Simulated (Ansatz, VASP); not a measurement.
**N in VASP and in Ansatz**

INCAR

```
SYSTEM = N
ALGO     = Normal         ! electronic algorithm
EDIFF    = 1E-6           ! SCF threshold, eV
ENCUT    = 600            ! plane-wave cutoff, eV
GGA      = PE             ! functional
GGA_COMPAT= .False.      
ISIF     = 2              ! what is computed and relaxed
ISMEAR   = 0              ! smearing method
LASPH    = .True.         ! aspherical terms in the spheres
LCHARG   = .False.        ! write CHGCAR
LDAU     = .True.         ! DFT+U
LDAUJ    = 0            
LDAUL    = 1              ! shell
LDAUPRINT= 1            
LDAUTYPE = 2            
LDAUU    = 1.7            ! U, eV
LREAL    = .False.        ! projectors in reciprocal space
LWAVE    = .False.        ! write WAVECAR
NBANDS   = 12             ! bands
NELM     = 200            ! most SCF steps
PREC     = Accurate       ! precision mode
SIGMA    = 0.1            ! smearing width, eV
```

The input KPOINTS:

```
k-points
0
Gamma
  12 12 10
  0 0 0
```

POSCAR

```
N
1.0
    2.5194737886      0.0000000000      0.0000000000
   -1.2597368943      2.1819283051      0.0000000000
    0.0000000000      0.0000000000      2.4460020000
N
2
Direct
    0.6666666667      0.3333333333      0.2500000000
    0.3333333333      0.6666666667      0.7500000000
```

Input for Ansatz:

```yaml
crystal:
  lattice:
    - [2.5194737886, 0.0, 0.0]
    - [-1.2597368943, 2.1819283051, 0.0]
    - [0.0, 0.0, 2.446002]
  atoms:
    - { symbol: "N", position: [0.6666666667, 0.3333333333, 0.25] }
    - { symbol: "N", position: [0.3333333333, 0.6666666667, 0.75] }
basis:
  ecutwfc: 420
kpoints:
  mp_grid: { grid: [12, 12, 10] }
hamiltonian:
  xc: pbe
  hubbard: { sites: [{ species: "N", l: p, u_eff: 1.7 }] }
scf:
  occupations: { method: gaussian, width: 0.1 }
output:
  forces: true
  stress: true
  eigenvalues: true
```

Alike in both runs: task single point; functional PBE; k mesh 12 × 12 × 10; occupations gaussian, width 0.1 eV; no spin polarisation; Hubbard terms N p U = 1.7 eV.

|  | VASP | Ansatz |
| --- | --- | --- |
| version | VASP 6.6.1 | Ansatz 0.2.0 |
| potentials or method | VASP PAW PBE potentials, release 64 (N), cutoff 600 eV | scalar-relativistic, plane waves, PAW |
| valence electrons in the cell | 10 | 10 |

|  | VASP | Ansatz | Ansatz less VASP |
| --- | --- | --- | --- |
| gap on the k mesh at the Fermi level (eV) | none | none | - |
| pressure (GPa) | 12.9 | 9.8 | -3.16 |
| traceless stress, the component that is largest in VASP (GPa) | -8.37 | -8.80 | -0.424 |

The programs project onto different local orbitals, so the same U acts differently, and such runs can settle in different states. A gap of «none» marks a metal or a gap that the smearing closes. Ansatz's warnings: filled band counts differ across k points.
